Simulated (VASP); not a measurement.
Input of a VASP 6.6.1 run:

The input INCAR:

```
SYSTEM = ZrB
PREC = Accurate
ENCUT = 520
EDIFF = 1E-7
ISMEAR = 0
SIGMA = 0.012
LREAL = .False.
LASPH = .True.
NELM = 80
ALGO = Normal
ISIF = 2
LWAVE = .False.
LCHARG = .False.
GGA = PE
NBANDS = 14
```

KPOINTS

```
regular mesh
0
Gamma
  10 10 10
  0 0 0
```

Contents of POSCAR:

```
ZrB
1.0
    0.0000000000      2.3250000000      2.3250000000
    2.3250000000      0.0000000000      2.3250000000
    2.3250000000      2.3250000000      0.0000000000
Zr B
1 1
Direct
    0.0000000000      0.0000000000      0.0000000000
    0.5000000000      0.5000000000      0.5000000000
```

Potentials or basis: VASP PAW PBE potentials, release 64 (Zr_sv, B).

Launch:

```bash
$ cat potpaw_PBE.64/Zr_sv/POTCAR potpaw_PBE.64/B/POTCAR > POTCAR
$ mpirun -np 1 vasp_std > vasp.out
```

Q: Estimate the pressure.

A: 34.6 GPa.

Q: What does it give for the band gap on the k mesh?

A: Zero (an odd number of electrons rules out a gap without spin polarisation).

Caveat: the cell stands under pressure.
